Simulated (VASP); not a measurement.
Here is a VASP 6.6.1 calculation.

INCAR

```
PREC     = Accurate       # precision mode
ENCUT    = 400            # plane-wave cutoff, eV
EDIFF    = 1E-6           # SCF threshold, eV
ISMEAR   = 0              # smearing method
SIGMA    = 0.1            # smearing width, eV
LREAL    = False          # projectors in reciprocal space
LASPH    = True           # aspherical terms in the spheres
NELM     = 120            # most SCF steps
ALGO     = Normal         # electronic algorithm
ISIF     = 2              # what is computed and relaxed
LWAVE    = False          # write WAVECAR
LCHARG   = False          # write CHGCAR
LDIPOL   = True         
IDIPOL   = 3            
DIPOL    = 0.5 0.5 0.500
GGA      = PE             # functional
NBANDS   = 20             # bands
GGA_COMPAT= False        
NELMDL   = -8
```

The input KPOINTS:

```
regular mesh
0
Gamma
  15 15 1
```

POSCAR

```
Ir
1.0
    2.7369706002      0.0000000000      0.0000000000
   -1.3684853001      2.3702860692      0.0000000000
    0.0000000000      0.0000000000     19.4694542743
Ir
3
Direct
    0.6666666667      0.3333333333      0.3852188096
    0.3333333333      0.6666666667      0.5000000000
    0.0000000000      0.0000000000      0.6147811904
```

Potentials or basis: VASP PAW PBE potentials, release 64 (Ir).

Run with:

```console
$ cat potpaw_PBE.64/Ir/POTCAR > POTCAR
$ mpirun -np 1 vasp_std > vasp.out
```

**Question.** Predict the band gap on the k mesh.

**Answer.** Zero (an odd number of electrons rules out a gap without spin polarisation).

**Question.** Estimate the largest force.

**Answer.** 0.642 eV/Å.

Forces in eV/Å, atoms in the order of the input:
```
Ir   0.000  0.000  0.642
Ir   0.000  0.000  0.000
Ir   0.000  0.000 -0.642
```

Caveat: spin-orbit coupling is left out, which moves the levels of the heavy elements.
